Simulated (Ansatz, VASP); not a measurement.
## Two plane-wave programs on Y

Contents of INCAR:

```
PREC = Accurate
ENCUT = 520
EDIFF = 1E-7
ISMEAR = -1
SIGMA = 0.1
LREAL = False
LASPH = True
NELM = 80
ALGO = Normal
ISIF = 2
LWAVE = False
LCHARG = False
GGA = CA
NBANDS = 12
```

The input KPOINTS:

```
regular mesh
0
Gamma
  13 13 13
```

POSCAR

```
Y
1.0
   -1.9307450085      1.9307450085      1.9307450085
    1.9307450085     -1.9307450085      1.9307450085
    1.9307450085      1.9307450085     -1.9307450085
Y
1
Direct
    0.0000000000      0.0000000000      0.0000000000
```

Input for Ansatz:

```yaml
crystal:
  lattice:
    - [-1.9307450085, 1.9307450085, 1.9307450085]
    - [1.9307450085, -1.9307450085, 1.9307450085]
    - [1.9307450085, 1.9307450085, -1.9307450085]
  atoms:
    - { symbol: "Y", position: [0.0, 0.0, 0.0] }
hamiltonian:
  xc: lda
  pseudopotentials:
    kind: paw
    azcp:
      "Y": "pseudopotentials/Y.paw.azcp"
basis:
  ecutwfc: 420
  fft_grid_basis: typed
kpoints:
  mp_grid: { grid: [13, 13, 13], shift: [0, 0, 0] }
magnetization:
  spin_polarized: false
scf:
  occupations: { method: fermi_dirac, width: 0.1 }
  lower_state_search: "off"
output:
  stress: true
```

Alike in both runs: task single point; functional LDA; k mesh 13 × 13 × 13; occupations fermi-dirac, width 0.1 eV; no spin polarisation.

|  | VASP | Ansatz |
| --- | --- | --- |
| version | VASP 6.6.1 | Ansatz 0.2.0 |
| potentials or method | VASP PAW LDA potentials, release 64 (Y_sv), cutoff 520 eV | plane waves (420 eV) with PAW, scalar-relativistic |
| valence electrons in the cell | 11 | 11 |

Ansatz gave:

* pressure (GPa): 1.9

**Question.** Estimate VASP's values.

**Answer.** Pressure (GPa): 1.7.

Ansatz warns that its potentials were made for another functional, while VASP's fit it. LDA's correlation is that of Perdew and Zunger in VASP and of Perdew and Wang (1992) in Ansatz.
